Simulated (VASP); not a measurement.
# HfH3 (Pm-3m) in VASP: single point with r2SCAN+D3(BJ)

Aim: the single point of HfH3 with r2SCAN+D3(BJ).

Program: VASP 6.6.1. These are calculated values, not measurements. Logs are shortened: lines on timing, memory, paths and dates and some standing lists are left out, and cuts for length are marked.

## (1) The cell of the first run

The structure is cubic, space group Pm-3m (No. 221). The conventional cell has a = 3.085 Å, b = 3.085 Å, c = 3.085 Å, α = 90.00°, β = 90.00°, γ = 90.00°. Hf (site symmetry m-3m) has 12 H at 2.18 Å within 2.9 Å. Within 2.9 Å of H (site symmetry 4/mmm) lie 4 Hf at 2.18 Å and 8 H at 2.18 Å.

## (2) Single point, r2SCAN+D3(BJ)

POSCAR reads:

```
HfH3
1.0
    3.0846000000      0.0000000000      0.0000000000
    0.0000000000      3.0846000000      0.0000000000
    0.0000000000      0.0000000000      3.0846000000
Hf H
1 3
Direct
    0.0000000000      0.0000000000      0.0000000000
    0.0000000000      0.5000000000      0.5000000000
    0.5000000000      0.0000000000      0.5000000000
    0.5000000000      0.5000000000      0.0000000000
```

INCAR.step1 reads:

```
ALGO     = Normal         # electronic algorithm
EDIFF    = 1E-4           # SCF threshold, eV
ENCUT    = 520            # plane-wave cutoff, eV
GGA      = PE             # functional
ISMEAR   = 1              # smearing method
LASPH    = T              # aspherical terms in the spheres
LCHARG   = F              # write CHGCAR
LREAL    = F              # projectors in reciprocal space
LWAVE    = T              # write WAVECAR
NBANDS   = 14             # bands
NELM     = 60             # most SCF steps
PREC     = Accurate       # precision mode
SIGMA    = 0.01           # smearing width, eV
```

INCAR.step2 reads:

```
ALGO     = Normal         # electronic algorithm
EDIFF    = 1E-7           # SCF threshold, eV
ENCUT    = 520            # plane-wave cutoff, eV
ISIF     = 2              # what is computed and relaxed
ISMEAR   = 1              # smearing method
ISTART   = 1            
IVDW     = 12             # dispersion correction
LASPH    = T              # aspherical terms in the spheres
LCHARG   = F              # write CHGCAR
LMIXTAU  = T            
LREAL    = F              # projectors in reciprocal space
LWAVE    = F              # write WAVECAR
METAGGA  = R2SCAN         # meta-GGA
NBANDS   = 14             # bands
NELM     = 60             # most SCF steps
PREC     = Accurate       # precision mode
SIGMA    = 0.01           # smearing width, eV
VDW_A1   = 0.49484001   
VDW_A2   = 5.73083694   
VDW_S6   = 1.0          
VDW_S8   = 0.78981345
```

KPOINTS reads:

```
k-points
0
Gamma
  6 6 6
```

Potentials or basis: VASP PAW PBE potentials, release 64 (Hf_pv, H).

Run with:

```sh
> cat potpaw_PBE.64/Hf_pv/POTCAR potpaw_PBE.64/H/POTCAR > POTCAR
> cp INCAR.step1 INCAR
> mpirun -np 1 vasp_std > vasp.out
> cp INCAR.step2 INCAR
> mpirun -np 1 vasp_std > vasp.out
```

OUTCAR:

```text
EDIFF = 1E-7
   ENCUT = 520
   ISIF = 2
   ISMEAR = 1
   ISTART = 1
   IVDW = 12
   LASPH = T
   LREAL = F
   METAGGA = R2SCAN
   NELM = 60
   PREC = Accurate
 IVDW          = 12

 ion  position               nearest neighbor table
   1  0.000  0.000  0.000-   2 2.18   3 2.18   4 2.18   2 2.18   3 2.18   2 2.18   4 2.18   2 2.18
                             3 2.18   4 2.18   3 2.18   4 2.18
   2  0.000  0.500  0.500-   1 2.18   1 2.18   1 2.18   1 2.18
   3  0.500  0.000  0.500-   1 2.18   1 2.18   1 2.18   1 2.18
   4  0.500  0.500  0.000-   1 2.18   1 2.18   1 2.18   1 2.18

  LATTYP: Found a simple cubic cell.
 ALAT       =     3.0846000000

  Lattice vectors:

 A1 = (   3.0846000000,   0.0000000000,   0.0000000000)
 A2 = (   0.0000000000,   3.0846000000,   0.0000000000)
 A3 = (   0.0000000000,   0.0000000000,   3.0846000000)

Analysis of symmetry for initial positions (statically):
=====================================================================
 Subroutine PRICEL returns:
 Original cell was already a primitive cell.

 Routine SETGRP: Setting up the symmetry group for a
 simple cubic supercell.

 Subroutine GETGRP returns: Found 48 space group operations
 (whereof 48 operations were pure point group operations)
 out of a pool of 48 trial point group operations.

The static configuration has the point symmetry O_h .

Analysis of symmetry for dynamics (positions and initial velocities):
=====================================================================
 Subroutine PRICEL returns:
 Original cell was already a primitive cell.

 Routine SETGRP: Setting up the symmetry group for a
 simple cubic supercell.

 Subroutine GETGRP returns: Found 48 space group operations
 (whereof 48 operations were pure point group operations)
 out of a pool of 48 trial point group operations.

The dynamic configuration has the point symmetry O_h .

 Subroutine INISYM returns: Found 48 space group operations
 (whereof 48 operations are pure point group operations),
 and found     1 'primitive' translations

----------------------------------------------------------------------------------------

                                     Primitive cell

  volume of cell :      29.3492

  direct lattice vectors                    reciprocal lattice vectors
     3.084600000  0.000000000  0.000000000     0.324191143  0.000000000  0.000000000
     0.000000000  3.084600000  0.000000000     0.000000000  0.324191143  0.000000000
     0.000000000  0.000000000  3.084600000     0.000000000  0.000000000  0.324191143

  length of vectors
     3.084600000  3.084600000  3.084600000     0.324191143  0.324191143  0.324191143

  position of ions in fractional coordinates (direct lattice)
     0.000000000  0.000000000  0.000000000
     0.000000000  0.500000000  0.500000000
     0.500000000  0.000000000  0.500000000
     0.500000000  0.500000000  0.000000000

  ion indices of the primitive-cell ions
   primitive index   ion index
                 1           1
                 2           2
                 3           3
                 4           4

----------------------------------------------------------------------------------------

 KPOINTS: k-points

Automatic generation of k-mesh.
 Grid dimensions read from file:
 generate k-points for:    6    6    6

 Generating k-lattice:

  Cartesian coordinates                     Fractional coordinates (reciprocal lattice)
     0.054031857  0.000000000  0.000000000     0.166666667  0.000000000  0.000000000
     0.000000000  0.054031857  0.000000000     0.000000000  0.166666667  0.000000000
     0.000000000  0.000000000  0.054031857     0.000000000  0.000000000  0.166666667

  Length of vectors
     0.054031857  0.054031857  0.054031857

  Shift w.r.t. Gamma in fractional coordinates (k-lattice)
     0.000000000  0.000000000  0.000000000

 Subroutine IBZKPT returns following result:
 ===========================================

 Found     20 irreducible k-points:

 Following reciprocal coordinates:
            Coordinates               Weight
  0.000000  0.000000  0.000000      1.000000
  0.166667  0.000000  0.000000      6.000000
  0.333333  0.000000  0.000000      6.000000
  0.500000  0.000000  0.000000      3.000000
  0.166667  0.166667  0.000000     12.000000
  0.333333  0.166667  0.000000     24.000000
[... 12 lines left out ...]
  0.500000  0.500000  0.333333      6.000000
  0.500000  0.500000  0.500000      1.000000
   k-points           NKPTS =     20   k-points in BZ     NKDIM =     20   number of bands    NBANDS=     14
   number of dos      NEDOS =    301   number of ions     NIONS =      4
   total plane-waves  NPLWV =  13824
   dimension x,y,z NGX =    24 NGY =   24 NGZ =   24
   dimension x,y,z NGXF=    48 NGYF=   48 NGZF=   48
   ions per type =               1   3
   NGX,Y,Z   is equivalent  to a cutoff of  12.93, 12.93, 12.93 a.u.
   NGXF,Y,Z  is equivalent  to a cutoff of  25.87, 25.87, 25.87 a.u.
 SYSTEM =  unknown system
   PREC   = accura    normal or accurate (medium, high low for compatibility)
   ISTART =      1    job   : 0-new  1-cont  2-samecut
   ICHARG =      0    charge: 1-file 2-atom 10-const
   ISPIN  =      1    spin polarized calculation?
   LNONCOLLINEAR =      F non collinear calculations
   LSORBIT =      F    spin-orbit coupling
   LASPH  =      T    aspherical Exc in radial PAW
   ENCUT  =  520.0 eV  38.22 Ry    6.18 a.u.   5.74  5.74  5.74*2*pi/ulx,y,z
   NELM   =     60;   NELMIN=  2; NELMDL=  0     # of ELM steps
   EDIFF  = 0.1E-06   stopping-criterion for ELM
   LREAL  =      F    real-space projection
   EDIFFG = 0.1E-05   stopping-criterion for IOM
   NSW    =      0    number of steps for IOM
   IBRION =     -1    ionic relax: 0-MD 1-quasi-New 2-CG
   NFREE  =      0    steps in history (QN), initial steepest desc. (CG)
   ISIF   =      2    stress and relaxation
   ISYM   =      2    0-nonsym 1-usesym 2-fastsym
   POTIM  = 0.5000    time-step for ionic-motion
   TEBEG  =    0.0;   TEEND  =   0.0 temperature during run
   PSTRESS=    0.0 pullay stress
   NELECT =      13.0000    total number of electrons
   NUPDOWN=      -1.0000    fix difference up-down
   EMIN   =  10.00;   EMAX   =-10.00  energy-range for DOS
   EFERMI =   0.00;   METHOD = LEGACY
   ISMEAR =     1;   SIGMA  =   0.01  broadening in eV -4-tet -1-fermi 0-gaus
   EFERMI_NEDOS =   21; number of points for ismear=-14 and -15
   IALGO  =     38    algorithm
   IMIX   =      4    mixing-type and parameters
     AMIX     =   0.40;   BMIX     =  1.00
     AMIX_MAG =   1.60;   BMIX_MAG =  1.00
  volume/ion in A,a.u.               =       7.34        49.51
  Fermi-wavevector in a.u.,A,eV,Ry     =   1.247931  2.358247 21.188771  1.557331
  Thomas-Fermi vector in A             =   2.382040
   LORBIT       =      0    0 simple, 1 ext, 2 COOP (PROOUT), +10 PAW based schemes
   METAGGA = R2SCAN    functional components
   LHFCALC =     F    Hartree Fock is set to
   AEXX    =    0.0000 exact exchange contribution
   IVDW    =    12    specifies the selected vdW correction
   LEPSILON=     F    determine dielectric tensor
   LRPA    =     F    only Hartree local field effects (RPA)
 non-spin polarized calculation
 Methfessel and Paxton  Order N= 1 SIGMA  =   0.01
  energy-cutoff  :      520.00
  volume of cell :       29.35
 maximum number of plane-waves:       840
 NGX is ok and might be reduce to    24
   NGX = 11   NGY = 11   NGZ = 11

 number of electron      13.0000005 magnetization

 Free energy of the ion-electron system (eV)
  ---------------------------------------------------
  ext. energy  EPLUGINS =         0.00000000
  ---------------------------------------------------
  free energy    TOTEN  =       -56.58146997 eV

  energy without entropy =      -56.58146997  energy(sigma->0) =      -56.58146997

 E-fermi :   4.8837     XC(G=0): -12.0425

 val. band max:        4.8253732775   @ k =   0.3333   0.3333   0.1667
 cond. band min:       4.9872175501   @ k =   0.3333   0.1667   0.1667
 fundamental gap:      0.1618442726
 Fermi energy:         4.8836632385

 k-point     1 :       0.0000    0.0000    0.0000
  band No.  band energies     occupation
      1     -27.2491      2.00000
      2     -27.2491      2.00000
      3     -27.2491      2.00000
      4      -7.1120      2.00000
      5       0.1264      2.00000
      6       0.1264      2.00000
      7       9.7609      0.00000
      8       9.7609      0.00000
      9       9.7609      0.00000
     10      11.2762      0.00000
     11      11.2762      0.00000
     12      13.5300      0.00000
     13      13.5300      0.00000
     14      13.5300      0.00000

 k-point     2 :       0.1667    0.0000    0.0000
  band No.  band energies     occupation
      1     -27.4171      2.00000
      2     -27.2356      2.00000
      3     -27.2356      2.00000
      4      -6.5319      2.00000
      5       0.0604      2.00000
      6       0.5474      2.00000
      7       8.4482      0.00000
      8       8.4482      0.00000
      9       9.6717      0.00000
     10       9.8384      0.00000
     11      10.2157      0.00000
     12      13.6123      0.00000
     13      15.0788      0.00000
     14      15.0788      0.00000
[... 275 lines left out ...]
      1     -27.7223      2.00000
      2     -27.7223      2.00000
      3     -27.5642      2.00000
      4      -1.9570      2.00000
      5      -1.2263      2.00000
      6      -1.2263      2.00000
      7       6.8869      0.00000
      8       9.6110      0.00000
      9       9.6110      0.00000
     10      10.0496      0.00000
     11      11.6804      0.00000
     12      13.7740      0.00000
     13      14.8443      0.00000
     14      15.6166      0.00000

 k-point    20 :       0.5000    0.5000    0.5000
  band No.  band energies     occupation
      1     -27.6987      2.00000
      2     -27.6987      2.00000
      3     -27.6987      2.00000
      4      -1.6664      2.00000
      5      -1.6664      2.00000
      6      -1.6664      2.00000
      7       8.9125      0.00000
      8      10.5685      0.00000
      9      10.5686      0.00000
     10      10.5686      0.00000
     11      11.7525      0.00000
     12      11.7525      0.00000
     13      14.8930      0.00000
     14      14.8930      0.00000

------------------------ aborting loop because EDIFF is reached ----------------------------------------

 Edisp (eV)   -0.36156

 E8    (eV) :    -0.1207

  FORCE on cell =-STRESS in cart. coord.  units (eV):
  Direction    XX          YY          ZZ          XY          YZ          ZX
  --------------------------------------------------------------------------------------
  -------------------------------------------------------------------------------------
  Total      -0.65289    -0.65289    -0.65289    -0.00000     0.00000    -0.00000
  in kB     -35.64111   -35.64111   -35.64111    -0.00000     0.00000    -0.00000
  external pressure =      -35.64 kB  Pullay stress =        0.00 kB

 VOLUME and BASIS-vectors are now :
 -----------------------------------------------------------------------------
  energy-cutoff  :      520.00
  volume of cell :       29.35
      direct lattice vectors                 reciprocal lattice vectors
     3.084600000  0.000000000  0.000000000     0.324191143  0.000000000  0.000000000
     0.000000000  3.084600000  0.000000000     0.000000000  0.324191143  0.000000000
     0.000000000  0.000000000  3.084600000     0.000000000  0.000000000  0.324191143

 POSITION                                       TOTAL-FORCE (eV/Angst)
 -----------------------------------------------------------------------------------
      0.00000      0.00000      0.00000         0.000000      0.000000      0.000000
      0.00000      1.54230      1.54230         0.000000      0.000000      0.000000
      1.54230      0.00000      1.54230         0.000000      0.000000      0.000000
      1.54230      1.54230      0.00000         0.000000      0.000000      0.000000
 -----------------------------------------------------------------------------------
    total drift:                                0.000000      0.000000     -0.000000

  FREE ENERGIE OF THE ION-ELECTRON SYSTEM (eV)
  ---------------------------------------------------
  free  energy   TOTEN  =       -56.9430256336 eV

  energy  without entropy=      -56.9430256336  energy(sigma->0) =      -56.94302563
```

It took 21 s on 1 thread of Intel Xeon Platinum 8375C at 2.90GHz (Ice Lake), shared host; peak memory 0.16 GiB.

Results:

| Quantity | Value |
| --- | --- |
| Free energy | -56.9430 eV |
| Pressure | -3.6 GPa |
| Dispersion energy per atom | -0.090 eV |

Caveat: the PAW data sets were made with another functional, which shifts forces and pressure a little; spin-orbit coupling is left out, which moves the levels of the heavy elements; pairwise dispersion overbinds metals, which lowers pressure and volume.
